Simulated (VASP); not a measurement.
# SiC (Cm) in VASP: further runs

SiC is run at these levels: r2SCAN; tasks: single point.

Program: VASP 6.6.1. These are calculated values, not measurements. Logs are shortened: lines on timing, memory, paths and dates and some standing lists are left out, and cuts for length are marked.

### 1 The cell of the first run

Symmetry: Cm, No. 8, monoclinic system. The conventional cell has a = 5.325 Å, b = 3.075 Å, c = 3.075 Å, α = 90.00°, β = 125.26°, γ = 90.00°. Within 2.1 Å of Si (site symmetry m) lie 3 C at 1.55 to 1.93 Å. C (site symmetry m) has 3 Si at 1.55 to 1.93 Å within 2.1 Å.

### 2 Single point, r2SCAN

Input file POSCAR:

```
SiC
1.0
    0.0000000000      2.1740000000      2.1740000000
    2.1740000000      0.0000000000      2.1740000000
    2.1740000000      2.1740000000      0.0000000000
Si C
1 1
Direct
   -0.1422995477      0.0000000000      0.0000000000
    0.7500000000      0.7500000000      0.7500000000
```

Input file INCAR.step1:

```
  PREC = Accurate
  ENCUT = 520
  ISMEAR = 0
  SIGMA = 0.05
  LREAL = F
  LASPH = T
  NELM = 80
  NBANDS = 11
  GGA = PE
  ALGO = Normal
  EDIFF = 1E-4
  LWAVE = T
  LCHARG = F
```

Input file INCAR.step2:

```
  PREC = Accurate
  ENCUT = 520
  EDIFF = 1E-7
  ISMEAR = 0
  SIGMA = 0.05
  LREAL = F
  LASPH = T
  NELM = 80
  ALGO = Normal
  ISIF = 2
  LWAVE = F
  LCHARG = F
  METAGGA = R2SCAN
  LMIXTAU = T
  NBANDS = 11
  ISTART = 1
```

Input file KPOINTS:

```
Automatic mesh
0
Gamma
  12 12 12
```

Potentials or basis: VASP PAW PBE potentials, release 64 (Si, C).

Started as:

```bash
$ cat potpaw_PBE.64/Si/POTCAR potpaw_PBE.64/C/POTCAR > POTCAR
$ cp INCAR.step1 INCAR
$ mpirun -np 1 vasp_std > vasp.out
$ cp INCAR.step2 INCAR
$ mpirun -np 1 vasp_std > vasp.out
```

OUTCAR:

```text
PREC = Accurate
   ENCUT = 520
   EDIFF = 1E-7
   ISMEAR = 0
   LREAL = F
   LASPH = T
   NELM = 80
   ISIF = 2
   METAGGA = R2SCAN
   ISTART = 1

 ion  position               nearest neighbor table
   1  0.858  0.000  0.000-   2 1.55   2 1.93   2 1.93   2 2.25
   2  0.750  0.750  0.750-   1 1.55   1 1.93   1 1.93   1 2.25

  LATTYP: Found a face centered cubic cell.
 ALAT       =     4.3480000000

  Lattice vectors:

 A1 = (   0.0000000000,   2.1740000000,   2.1740000000)
 A2 = (   2.1740000000,   0.0000000000,   2.1740000000)
 A3 = (   2.1740000000,   2.1740000000,   0.0000000000)

Analysis of symmetry for initial positions (statically):
=====================================================================
 Subroutine PRICEL returns:
 Original cell was already a primitive cell.

 Routine SETGRP: Setting up the symmetry group for a
 face centered cubic supercell.

 Subroutine GETGRP returns: Found  2 space group operations
 (whereof  2 operations were pure point group operations)
 out of a pool of 48 trial point group operations.

The static configuration has the point symmetry C_1h.

Analysis of symmetry for dynamics (positions and initial velocities):
=====================================================================
 Subroutine PRICEL returns:
 Original cell was already a primitive cell.

 Routine SETGRP: Setting up the symmetry group for a
 face centered cubic supercell.

 Subroutine GETGRP returns: Found  2 space group operations
 (whereof  2 operations were pure point group operations)
 out of a pool of 48 trial point group operations.

The dynamic configuration has the point symmetry C_1h.

 Subroutine INISYM returns: Found  2 space group operations
 (whereof  2 operations are pure point group operations),
 and found     1 'primitive' translations

----------------------------------------------------------------------------------------

                                     Primitive cell

  volume of cell :      20.5498

  direct lattice vectors                    reciprocal lattice vectors
     0.000000000  2.174000000  2.174000000    -0.229990800  0.229990800  0.229990800
     2.174000000  0.000000000  2.174000000     0.229990800 -0.229990800  0.229990800
     2.174000000  2.174000000  0.000000000     0.229990800  0.229990800 -0.229990800

  length of vectors
     3.074500285  3.074500285  3.074500285     0.398355752  0.398355752  0.398355752

[... 81 lines left out ...]
   LREAL  =      F    real-space projection
   EDIFFG = 0.1E-05   stopping-criterion for IOM
   NSW    =      0    number of steps for IOM
   IBRION =     -1    ionic relax: 0-MD 1-quasi-New 2-CG
   NFREE  =      0    steps in history (QN), initial steepest desc. (CG)
   ISIF   =      2    stress and relaxation
   ISYM   =      2    0-nonsym 1-usesym 2-fastsym
   POTIM  = 0.5000    time-step for ionic-motion
   TEBEG  =    0.0;   TEEND  =   0.0 temperature during run
   PSTRESS=    0.0 pullay stress
   NELECT =       8.0000    total number of electrons
   NUPDOWN=      -1.0000    fix difference up-down
   EMIN   =  10.00;   EMAX   =-10.00  energy-range for DOS
   EFERMI =   0.00;   METHOD = LEGACY
   ISMEAR =     0;   SIGMA  =   0.05  broadening in eV -4-tet -1-fermi 0-gaus
   EFERMI_NEDOS =   21; number of points for ismear=-14 and -15
   IALGO  =     38    algorithm
   IMIX   =      4    mixing-type and parameters
     AMIX     =   0.40;   BMIX     =  1.00
     AMIX_MAG =   1.60;   BMIX_MAG =  1.00
  volume/ion in A,a.u.               =      10.27        69.34
  Fermi-wavevector in a.u.,A,eV,Ry     =   1.195369  2.258920 19.441458  1.428907
  Thomas-Fermi vector in A             =   2.331336
   LORBIT       =      0    0 simple, 1 ext, 2 COOP (PROOUT), +10 PAW based schemes
   METAGGA = R2SCAN    functional components
   LHFCALC =     F    Hartree Fock is set to
   AEXX    =    0.0000 exact exchange contribution
   IVDW    =     0    specifies the selected vdW correction
   LEPSILON=     F    determine dielectric tensor
   LRPA    =     F    only Hartree local field effects (RPA)
 non-spin polarized calculation
 Gauss-broadening in eV      SIGMA  =   0.05
  energy-cutoff  :      520.00
  volume of cell :       20.55
 maximum number of plane-waves:       568
   NGX = 11   NGY = 11   NGZ = 11

 number of electron       8.0000001 magnetization

 Free energy of the ion-electron system (eV)
  ---------------------------------------------------
  ext. energy  EPLUGINS =         0.00000000
  ---------------------------------------------------
  free energy    TOTEN  =       -17.28847624 eV

  energy without entropy =      -17.28843931  energy(sigma->0) =      -17.28845777

 E-fermi :   9.2858     XC(G=0): -11.9584

 val. band max:        9.2311423863   @ k =   0.0833   0.0833   0.1667
 cond. band min:       9.3085872304   @ k =   0.0000   0.0000   0.0000
 fundamental gap:      0.0774448441
 Fermi energy:         9.2857967840

 k-point     1 :       0.0000    0.0000    0.0000
  band No.  band energies     occupation
      1      -8.2894      2.00000
      2       5.9104      2.00000
      3       8.0668      2.00000
      4       9.3086      0.51918
      5      14.1592      0.00000
      6      15.5234      0.00000
      7      16.3341      0.00000
      8      17.2668      0.00000
      9      22.9544      0.00000
     10      23.1864      0.00000
     11      23.8865      0.00000
[... 309 lines left out ...]
 k-point    24 :       0.0833    0.0000    0.1667
  band No.  band energies     occupation
      1      -7.7794      2.00000
      2       4.9594      2.00000
      3       6.7483      2.00000
      4       8.9446      2.00000
      5      14.2478      0.00000
      6      15.2689      0.00000
      7      16.7050      0.00000
      8      18.6955      0.00000
      9      20.8381      0.00000
     10      22.9822      0.00000
     11      24.7697      0.00000

 [... further k-points ...]
[... 5 lines left out ...]
  --------------------------------------------------------------------------------------
  -------------------------------------------------------------------------------------
  Total        5.9413268      2.2566973      2.2566973      3.6801032      3.3444103      3.6801055
  in kB      463.2179767    175.9443282    175.9443282    286.9207516    260.7483182    286.9209325
  external PRESSURE =     271.7022110 kB  Pullay stress =       0.0000000 kB

 VOLUME and BASIS-vectors are now :
 -----------------------------------------------------------------------------
  energy-cutoff  :      520.00
  volume of cell :       20.55
      direct lattice vectors                 reciprocal lattice vectors
     0.000000000  2.174000000  2.174000000    -0.229990800  0.229990800  0.229990800
     2.174000000  0.000000000  2.174000000     0.229990800 -0.229990800  0.229990800
     2.174000000  2.174000000  0.000000000     0.229990800  0.229990800 -0.229990800

 POSITION                                       TOTAL-FORCE (eV/Angst)
 -----------------------------------------------------------------------------------
      0.00000      1.86464      1.86464         7.319857      6.989494      6.989494
      3.26100      3.26100      3.26100        -7.319857     -6.989494     -6.989494
 -----------------------------------------------------------------------------------
    total drift:                                0.000023      0.000104      0.000104

  FREE ENERGIE OF THE ION-ELECTRON SYSTEM (eV)
  ---------------------------------------------------
  free  energy   TOTEN  =       -17.2884762406 eV

  energy  without entropy=      -17.2884393075  energy(sigma->0) =      -17.28845777
```

Wall time 2.8 min (1 thread of Intel Xeon Platinum 8488C (Sapphire Rapids), shared host); peak memory 0.22 GiB.

Results:

```yaml
Free_energy: -17.2885 eV
Pressure: 27.2 GPa
Largest_force: 12.300 eV/Å
Band_gap_on_the_k_mesh: zero (band 4 reaches 9.31 eV, above the bottom of band 5 at 9.14 eV)
```

Forces on the atoms (eV/Å):
```
Si   7.320  6.989  6.989
C   -7.320 -6.989 -6.989
```

Stress tensor (GPa, compression positive):
```
46.32 28.69 28.69
28.69 17.59 26.07
28.69 26.07 17.59
```

Caveat: the cell differs from its parent crystal (all Si atoms moved +0.438 Å, as atom 1 towards its neighbour atom 1 (Si) at 3.075 Å); the PAW data sets were made with another functional, which shifts forces and pressure a little.

(Continued in part 2 of 3.)
